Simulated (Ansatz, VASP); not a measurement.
**GeSb4Te4: VASP beside Ansatz**

The input INCAR:

```
SYSTEM = GeSb4Te4
ALGO = Normal
EDIFF = 1E-7
ENCUT = 520
GGA = PE
ISIF = 2
ISMEAR = 0
LASPH = .TRUE.
LCHARG = .TRUE.
LELF = .TRUE.
LREAL = .FALSE.
LVHAR = .TRUE.
LWAVE = .FALSE.
NBANDS = 39
NELM = 80
PREC = Accurate
SIGMA = 0.05
```

KPOINTS

```
k-points
0
G
  9 9 2
  0 0 0
```

POSCAR

```
GeSb4Te4
1.0
    4.3342494749      0.0000000000      0.0000000000
   -2.1671247374      3.7535701516      0.0000000000
    0.0000000000      0.0000000000     17.3673160000
Ge Sb Te
1 4 4
Direct
    0.0000000000      0.0000000000      0.0000000000
    0.3333333300      0.6666666700      0.5445200000
    0.6666666700      0.3333333300      0.4554800000
    0.6666666700      0.3333333300      0.7857900000
    0.3333333300      0.6666666700      0.2142100000
    0.3333333300      0.6666666700      0.9018000000
    0.6666666700      0.3333333300      0.0982000000
    0.0000000000      0.0000000000      0.6872210000
    0.0000000000      0.0000000000      0.3127790000
```

Input for Ansatz:

```yaml
crystal:
  lattice:
    - [4.3342494749, 0.0, 0.0]
    - [-2.1671247374, 3.7535701516, 0.0]
    - [0.0, 0.0, 17.367316]
  atoms:
    - { symbol: Ge, position: [0.0, 0.0, 0.0] }
    - { symbol: Sb, position: [0.33333333, 0.66666667, 0.54452] }
    - { symbol: Sb, position: [0.66666667, 0.33333333, 0.45548] }
    - { symbol: Sb, position: [0.66666667, 0.33333333, 0.78579] }
    - { symbol: Sb, position: [0.33333333, 0.66666667, 0.21421] }
    - { symbol: Te, position: [0.33333333, 0.66666667, 0.9018] }
    - { symbol: Te, position: [0.66666667, 0.33333333, 0.0982] }
    - { symbol: Te, position: [0.0, 0.0, 0.687221] }
    - { symbol: Te, position: [0.0, 0.0, 0.312779] }
basis:
  ecutwfc: 500
  fft_grid_basis: typed
kpoints:
  mp_grid: { grid: [9, 9, 2] }
hamiltonian:
  xc: pbe
  pseudopotentials: { kind: paw }
scf:
  occupations: { method: gaussian, width: 0.05 }
output:
  forces: true
  stress: true
  eigenvalues: true
  bader: true
  write_density: true
  volumetric_format: npy
  elf: true
```

Alike in both runs: task single point; functional PBE; k mesh 9 × 9 × 2; occupations gaussian, width 0.05 eV; no spin polarisation.

|  | VASP | Ansatz |
| --- | --- | --- |
| version | VASP 6.6.1 | Ansatz 0.2.0 |
| potentials or method | VASP PAW PBE potentials, release 64 (Ge_d, Sb, Te), cutoff 520 eV | scalar-relativistic, plane waves, PAW |
| valence electrons in the cell | 58 | 138 |

|  | VASP | Ansatz | Ansatz less VASP |
| --- | --- | --- | --- |
| gap on the k mesh at the Fermi level (eV) | 0.10 | 0.10 | -0.004 |
| pressure (GPa) | 0.1 | 0.1 | 0.00 |
| rms of the force components (eV/Å) | 0.031 | 0.028 | -0.0025 |

Atom by atom the forces differ by 0.016 eV/Å (rms over components). VASP's potentials hold 58 valence electrons a cell and Ansatz's 138, so a difference there can come from the potentials and not from the codes.

Spin-orbit coupling is off throughout.
